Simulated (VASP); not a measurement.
A run of VASP 6.6.1 is set up as follows.

Contents of INCAR:

```
SYSTEM = SbS5
PREC     = Accurate       ! precision mode
ENCUT    = 600            ! plane-wave cutoff, eV
EDIFF    = 1E-6           ! SCF threshold, eV
ISMEAR   = 0              ! smearing method
SIGMA    = 0.1            ! smearing width, eV
LREAL    = .False.        ! projectors in reciprocal space
LASPH    = .True.         ! aspherical terms in the spheres
NELM     = 80             ! most SCF steps
ALGO     = Normal         ! electronic algorithm
ISIF     = 3              ! what is computed and relaxed
LWAVE    = .False.        ! write WAVECAR
LCHARG   = .False.        ! write CHGCAR
GGA      = PE             ! functional
IBRION   = 2              ! ionic algorithm
NSW      = 100            ! ionic steps
EDIFFG   = -0.01          ! ionic threshold
```

The input KPOINTS:

```
regular mesh
0
Gamma
  6 6 6
  0 0 0
```

POSCAR

```
SbS5
1.0
    3.4296408186      1.9801040498      3.5915855831
   -3.4296408186      1.9801040498      3.5915855831
    0.0000000000     -3.9602080997      3.5915855831
Sb S
1 5
Direct
    0.5000000000      0.5000000000      0.5000000000
    0.5000000000      0.5000000000      0.0000000000
    0.2142497000      0.2142497000      0.2142497000
    0.0000000000      0.5000000000      0.5000000000
    0.5000000000      0.0000000000      0.5000000000
    0.7857503000      0.7857503000      0.7857503000
```

Potentials or basis: VASP PAW PBE potentials, release 64 (Sb, S).

The run is started by

```sh
$ cat potpaw_PBE.64/Sb/POTCAR potpaw_PBE.64/S/POTCAR > POTCAR
$ mpirun -np 1 vasp_std > vasp.out
```

Task: Estimate the band gap on the k mesh.

Result: Zero (an odd number of electrons rules out a gap without spin polarisation).

Task: What does it give for the space group after relaxing (to 0.1 Å)?

Result: R-3m (No. 166).

Final structure:
```yaml
crystal:
  lattice:
    - [3.45239, 1.99324, 3.56461]
    - [-3.45239, 1.99324, 3.56461]
    - [0.00000, -3.98647, 3.56461]
  atoms:
    - { symbol: Sb, position: [0.50000, 0.50000, 0.50000] }
    - { symbol: S, position: [0.50000, 0.50000, 0.00000] }
    - { symbol: S, position: [0.21549, 0.21549, 0.21549] }
    - { symbol: S, position: [0.00000, 0.50000, 0.50000] }
    - { symbol: S, position: [0.50000, 0.00000, 0.50000] }
    - { symbol: S, position: [0.78451, 0.78451, 0.78451] }
```

Caveat: spin-orbit coupling is left out, which moves the levels of the heavy elements; an odd number of electrons without spin polarisation forces a metal; a magnetic or distorted state may lie lower.
